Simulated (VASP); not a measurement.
Runs of VASP 6.6.1 on NiPt. Symmetry: P4/mmm, No. 123, tetragonal system. Conventional cell: a = 2.710 Å, b = 2.710 Å, c = 3.578 Å, α = 90.00°, β = 90.00°, γ = 90.00°. Ni (site symmetry 4/mmm) has 8 Pt at 2.62 Å and 6 Ni at 2.71 to 3.58 Å within 3.6 Å. Within 3.6 Å of Pt (site symmetry 4/mmm) lie 8 Ni at 2.62 Å and 6 Pt at 2.71 to 3.58 Å. 

| fixed moment (μB) | pressure (GPa) | moment (μB) |
| --- | --- | --- |
| 0.52 | (a) | 0.52 |
| 0.74 | -11.7 | 0.74 |
| 0.68 | -11.8 | 0.68 |
| 0.83 | -11.7 | 0.83 |

Alike in all rows: task single point; level LDA; potentials or basis VASP PAW LDA potentials, release 64 (Ni, Pt); spin collinear, ferromagnetic start; cell as given; k mesh 11 × 11 × 8; cutoff (eV) 520; smearing fermi-dirac 0.1 eV.

Question: Estimate the missing entries.

Answer: (a) -12.1.

Caveats: the cell stands under tension; the total moment is fixed, so each spin has its own Fermi level and the state may be an excited one.
